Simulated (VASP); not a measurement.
Crystal: C.

```xyz
8
Lattice="2.5052 0.0000 0.0000 -1.2526 2.1695 0.0000 0.0000 0.0000 8.1818" Properties=species:S:1:pos:R:3 pbc="T T T"
C     1.2526    0.7232    6.9034
C     0.0000    1.4464    2.8125
C     1.2526    0.7232    5.3693
C     0.0000    1.4464    1.2784
C     0.0000    0.0000    7.4148
C     0.0000    0.0000    3.3239
C     0.0000    0.0000    4.8580
C     0.0000    0.0000    0.7670
```

Base run:

```yaml
Program: VASP 6.6.1
Functional: RPBE
Dispersion: D3(BJ)
Potentials_or_basis: VASP PAW PBE potentials, release 64 (C)
Cutoff: 520 eV
k_mesh: 12 × 12 × 4
Occupations: fermi-dirac, width 0.05 eV
Spin: no spin polarisation
```

Its results: band gap on the k mesh 4.46 eV (least direct gap 5.23 eV); pressure -0.8 GPa; largest force 0.350 eV/Å.

Question: The run is repeated on the same cell with these changes: functional from RPBE to BLYP; dispersion from D3(BJ) to none. What comes out?

Answer: Band gap on the k mesh 4.81 eV (least direct gap 5.40 eV); pressure 21.8 GPa; largest force 0.353 eV/Å.

Several settings changed at once.

Caveats: the PAW data sets were made with another functional, which shifts forces and pressure a little; the cell stands under pressure (at least some runs).

A k mesh can miss the band edges.
